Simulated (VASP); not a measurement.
Here is a VASP 6.6.1 calculation.

Contents of INCAR:

```
SYSTEM = Mo
PREC = Accurate ; ENCUT = 520
EDIFF = 1E-6 ; ISMEAR = 0
SIGMA = 0.15 ; LREAL = .FALSE.
LASPH = .TRUE. ; NELM = 100
ALGO = Fast ; ISIF = 2
LWAVE = .FALSE. ; LCHARG = .TRUE.
GGA = PE ; LELF = .TRUE.
LVHAR = .TRUE. ; NBANDS = 13
```

File KPOINTS:

```
regular mesh
0
G
  22 22 22
  0 0 0
```

Contents of POSCAR:

```
Mo
1.0
   -1.5710000000      1.5710000000      1.6102750000
    1.5710000000     -1.5710000000      1.6102750000
    1.5710000000      1.5710000000     -1.6102750000
Mo
1
Direct
    0.0000000000      0.0000000000      0.0000000000
```

Potentials or basis: VASP PAW PBE potentials, release 64 (Mo_sv).

Command:

```sh
$ cat potpaw_PBE.64/Mo_sv/POTCAR > POTCAR
$ mpirun -np 1 vasp_std > vasp.out
```

Task: Predict the pressure.

Result: -1.1 GPa.

Task: What does it give for the band gap on the k mesh?

Result: Zero (band 7 reaches 16.15 eV, above the bottom of band 8 at 11.16 eV).

Stress tensor (GPa, compression positive):
```
 1.26  0.00  0.00
 0.00  1.26  0.00
 0.00  0.00 -5.83
```

Caveat: the cell differs from its parent crystal (strain +0.0250 x Voigt [0, 0, 1, 0, 0, 0]).
